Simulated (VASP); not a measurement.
## GaAs: single point with PBE

The system is GaAs.

```xyz
2
Lattice="0.0000 2.7261 2.7261 2.7261 0.0000 2.7261 2.7261 2.7261 0.0000" Properties=species:S:1:pos:R:3 pbc="T T T"
Ga    0.0000    0.0000    0.0000
As    1.3631    1.3631    1.3631
```

```
Program             : VASP 6.6.1
Task                : single point
Functional          : PBE
Potentials or basis : VASP PAW PBE potentials, release 64 (Ga_d, As)
Cutoff              : 500 eV
k mesh              : 4 × 4 × 4
Occupations         : gaussian, width 0.01 eV
Spin                : no spin polarisation
```

The pressure is 14.5 GPa and the band gap on the k mesh is 1.21 eV, indirect (least direct gap 1.36 eV).

Levels at points of the mesh, in eV from the valence-band top:
```
           k point  band 6  band 7  band 8  band 9  band 10  band 11  band 12  band 13
(0.00, 0.00, 0.00)  -13.57    0.00    0.00    0.00     1.36     3.71     3.71     3.71
(0.50, 0.00, 0.00)  -11.44   -7.31   -1.33   -1.33     1.30     4.62     4.62     7.80
(0.50, 0.50, 0.00)  -10.54   -7.39   -3.10   -3.10     1.21     1.54    11.04    11.04
```

It took 15 s on 1 thread of Intel Xeon 8259CL, on a shared host, peak memory 0.15 GiB.

Caveat: the k points lie up to 0.50 Å⁻¹ apart. A k mesh can miss the band edges.
